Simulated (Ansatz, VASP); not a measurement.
**TlGe in VASP and in Ansatz**

File INCAR:

```
  ALGO = Normal
  EDIFF = 1E-6
  ENCUT = 520
  GGA = PE
  ISIF = 2
  ISMEAR = 0
  LASPH = True
  LCHARG = False
  LREAL = False
  LWAVE = False
  NBANDS = 20
  NELM = 80
  PREC = Accurate
  SIGMA = 0.1
```

File KPOINTS:

```
k-points
0
Gamma
  6 6 6
```

The input POSCAR:

```
TlGe
1.0
    3.6364524079      0.0000000000      0.0000000000
    0.0000000000      3.6364524079      0.0000000000
    0.0000000000      0.0000000000      3.6364524079
Tl Ge
1 1
Direct
    0.0000000000      0.0000000000      0.0000000000
    0.5000000000      0.5000000000      0.5000000000
```

Input for Ansatz:

```yaml
crystal:
  lattice:
    - [3.6364524079, 0.0, 0.0]
    - [0.0, 3.6364524079, 0.0]
    - [0.0, 0.0, 3.6364524079]
  atoms:
    - { symbol: Tl, position: [0.0, 0.0, 0.0] }
    - { symbol: Ge, position: [0.5, 0.5, 0.5] }
basis:
  ecutwfc: 420
kpoints:
  mp_grid: { grid: [6, 6, 6] }
hamiltonian:
  xc: pbe
scf:
  occupations: { method: gaussian, width: 0.1 }
  lower_state_search: "off"
output:
  forces: true
  stress: true
  eigenvalues: true
```

Alike in both runs: task single point; functional PBE; k mesh 6 × 6 × 6; occupations gaussian, width 0.1 eV; no spin polarisation.

```csv
,VASP,Ansatz
version,VASP 6.6.1,Ansatz 0.2.0
potentials or method,"VASP PAW PBE potentials, release 64 (Tl_d, Ge_d), cutoff 520 eV","scalar-relativistic, plane waves, PAW"
valence electrons in the cell,27,27
```

Ansatz gave:

```
gap on the k mesh at the Fermi level (eV) : none
pressure (GPa)                            : 2.7
```

Question: What did VASP give for the same quantities?

Answer: gap on the k mesh at the Fermi level (eV): none; pressure (GPa): 2.6.

A gap of «none» marks a metal or a gap that the smearing closes.

Spin-orbit coupling is off throughout.
